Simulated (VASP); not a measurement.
# ZnO (k07): relaxation of cell and atoms with PBE

The system is ZnO (k07).

```xyz
4
Lattice="3.2493 0.0000 0.0000 -1.6247 2.8140 0.0000 0.0000 0.0000 5.2057" Properties=species:S:1:pos:R:3 pbc="T T T"
Zn    0.0000    1.8760    2.6029
Zn    1.6247    0.9380    0.0000
O     1.6247    0.9380    1.9730
O     0.0000    1.8760    4.5759
```

```json
{
  "Program": "VASP 6.6.1",
  "Task": "relaxation of cell and atoms",
  "Functional": "PBE",
  "Potentials or basis": "VASP PAW PBE potentials, release 64 (Zn, O)",
  "Cutoff": "600 eV",
  "k mesh": "15 × 15 × 8",
  "Occupations": "gaussian, width 0.02 eV",
  "Spin": "no spin polarisation",
  "Dipole correction": "no",
  "Further INCAR settings": "ALGO = Normal; EDIFF = 1e-07; IBRION = 2; EDIFFG = -0.002; NSW = 100; ISIF = 3"
}
```

| Item | Value |
| --- | --- |
| Relaxed volume | 12.40 Å³/atom |
| Relaxed cell | a = 3.286 Å, b = 3.286 Å, c = 5.303 Å, α = 90.00°, β = 90.00°, γ = 120.00° |
| Space group after relaxing (to 0.05 Å) | P6_3mc (No. 186) |
| Energy gained by relaxing | 9.0 meV/atom |
| Ionic steps | 13 |
| Pressure after relaxing | 0.0 GPa |
| Band gap on the k mesh | 0.72 eV, direct |

The path:
| step | energy change (eV) | largest force (eV/Å) | pressure (GPa) | volume (Å³) |
| --- | --- | --- | --- | --- |
| 1 | 0.0000 | 0.0740 | 5.81 | 47.60 |
| 2 | -0.0272 | 0.0275 | -2.53 | 50.63 |
| 3 | -0.0357 | 0.0016 | 0.01 | 49.59 |
| 4 | -0.0357 | 0.0026 | -0.11 | 49.63 |
| 5 | -0.0358 | 0.0098 | 0.05 | 49.58 |
| 6 | -0.0358 | 0.0106 | 0.04 | 49.57 |
| 7 | -0.0358 | 0.0120 | 0.08 | 49.56 |
| 8 | -0.0358 | 0.0110 | 0.08 | 49.56 |
| 9 | -0.0358 | 0.0104 | 0.02 | 49.58 |
| 10 | -0.0358 | 0.0098 | -0.03 | 49.60 |
| 11 | -0.0358 | 0.0003 | 0.00 | 49.59 |
| 12 | -0.0358 | 0.0002 | 0.01 | 49.59 |
| 13 | -0.0358 | 0.0003 | 0.01 | 49.59 |

Final structure:
```
Zn O
1.0
     3.28601    0.00000    0.00000
    -1.64301    2.84577    0.00000
     0.00000    0.00000    5.30334
Zn O
2 2
Direct
  0.33333 0.66667 0.49997
  0.66667 0.33333 0.99997
  0.66667 0.33333 0.37904
  0.33333 0.66667 0.87904
```

Levels at points of the mesh, in eV from the valence-band top:
```tsv
k point	band 14	band 15	band 16	band 17	band 18	band 19	band 20	band 21	band 22
(0.00, 0.00, 0.00)	-0.75	-0.75	-0.08	0.00	0.00	0.72	5.07	8.05	12.70
(0.00, 0.00, 0.50)	-2.22	-0.37	-0.37	-0.37	-0.37	3.35	3.35	9.89	9.89
```

It took 12 min on 1 thread of AMD EPYC 9R45 96-Core Processor (Zen 5) (shared host), peak memory 0.26 GiB.

A k mesh can miss the band edges. PBE usually gives volumes a little too large and moduli too small.
